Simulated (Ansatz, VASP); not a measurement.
**One calculation of ErH2NO, two programs**

```
CELL_PARAMETERS angstrom
13.49000 0.00000 0.00000
0.00000 9.22000 0.00000
0.00000 0.00000 10.89000
ATOMIC_POSITIONS crystal
Er 0.50291 0.48807 0.41322
N 0.61981 0.49456 0.51291
H 0.66623 0.50175 0.58664
H 0.33358 0.51172 0.57644
O 0.37017 0.50215 0.50115
```

Alike in both runs: task single point; functional PBE; k mesh 1 × 1 × 1; occupations gaussian, width 0.01 eV; collinear spin.

```csv
,VASP,Ansatz
version,VASP 6.6.1,Ansatz 0.2.0
potentials or method,"VASP PAW PBE potentials, release 64 (Er, N, H, O), cutoff 520 eV","scalar-relativistic, plane waves, PAW"
valence electrons in the cell,35,35
```

```tsv
	VASP	Ansatz	Ansatz less VASP
gap on the k mesh at the Fermi level (eV)	0.79	0.79	-0.003
rms of the force components (eV/Å)	0.231	0.154	-0.0774
net moment per atom (μB)	0.60	0.60	0.000
size of the moment on the site where the two differ most (μB)	0.17	0.06	-0.112
```

Site moments also hang on the region over which each program counts them.

Spin-orbit coupling is off throughout. Noted on VASP's run: the magnetic or orbital state may not be the lowest.
